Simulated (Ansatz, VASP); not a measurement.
## Two plane-wave programs on Au

```
CELL_PARAMETERS angstrom
0.00000 2.93626 2.93626
2.93626 0.00000 2.93626
2.93626 2.93626 0.00000
ATOMIC_POSITIONS crystal
Au 0.12500 0.12500 0.12500
Au 0.87500 0.87500 0.87500
```

Alike in both runs: task single point; functional LDA; k mesh 10 × 10 × 10; occupations fermi-dirac, width 0.1 eV; no spin polarisation.

```csv
,VASP,Ansatz
version,VASP 6.6.1,Ansatz 0.2.0
potentials or method,"VASP PAW LDA potentials, release 64 (Au), cutoff 520 eV","plane waves (420 eV) with PAW, scalar-relativistic"
valence electrons in the cell,22,38
```

```tsv
	VASP	Ansatz	Ansatz less VASP
pressure (GPa)	3.9	3.6	-0.28
```

Ansatz warns that its potentials were made for another functional, while VASP's fit it. LDA's correlation is that of Perdew and Zunger in VASP and of Perdew and Wang (1992) in Ansatz. VASP's potentials hold 22 valence electrons a cell and Ansatz's 38, so a difference there can come from the potentials and not from the codes.

Neither program's run includes spin-orbit coupling.
